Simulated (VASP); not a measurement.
Here is a VASP 6.6.1 calculation.

Contents of INCAR:

```
SYSTEM = Zr2MnN2
  PREC = Accurate
  ENCUT = 600
  EDIFF = 1E-6
  ISMEAR = 0
  SIGMA = 0.15
  LREAL = .False.
  LASPH = .True.
  NELM = 200
  ALGO = Normal
  ISIF = 2
  LWAVE = .False.
  LCHARG = .False.
  ISPIN = 2
  MAGMOM = 0 0 4 0 0
  LORBIT = 11
  LMAXMIX = 4
  GGA = PE
  NBANDS = 36
  GGA_COMPAT = .False.
```

Contents of KPOINTS:

```
regular mesh
0
Gamma
  5 5 5
  0 0 0
```

The input POSCAR:

```
Zr2MnN2
1.0
   -1.6191314852      1.6191314852      5.9406936990
    1.6191314852     -1.6191314852      5.9406936990
    1.6191314852      1.6191314852     -5.9406936990
Zr Mn N
2 1 2
Direct
    0.3506100054      0.3506100054      0.0000000000
    0.6493899946      0.6493899946      0.0000000000
    0.0000000000      0.0000000000      0.0000000000
    0.1625509210      0.1625509210      0.0000000000
    0.8374490790      0.8374490790      0.0000000000
```

Potentials or basis: VASP PAW PBE potentials, release 64 (Zr_sv, Mn_pv, N).

Launch:

```sh
$ cat potpaw_PBE.64/Zr_sv/POTCAR potpaw_PBE.64/Mn_pv/POTCAR potpaw_PBE.64/N/POTCAR > POTCAR
$ mpirun -np 1 vasp_std > vasp.out
```

Problem. Predict the net moment.

Solution. 1.74 μB per cell.

Problem. What does it give for the largest force?

Solution. 0.048 eV/Å.

Forces on the atoms (eV/Å):
```
Zr   0.000  0.000  0.042
Zr   0.000  0.000 -0.042
Mn   0.000  0.000  0.000
N    0.000  0.000  0.048
N    0.000  0.000 -0.048
```

Caveat: the k points lie up to 0.40 Å⁻¹ apart; a cell with one magnetic atom can't hold antiferromagnetic order, which such compounds often take.
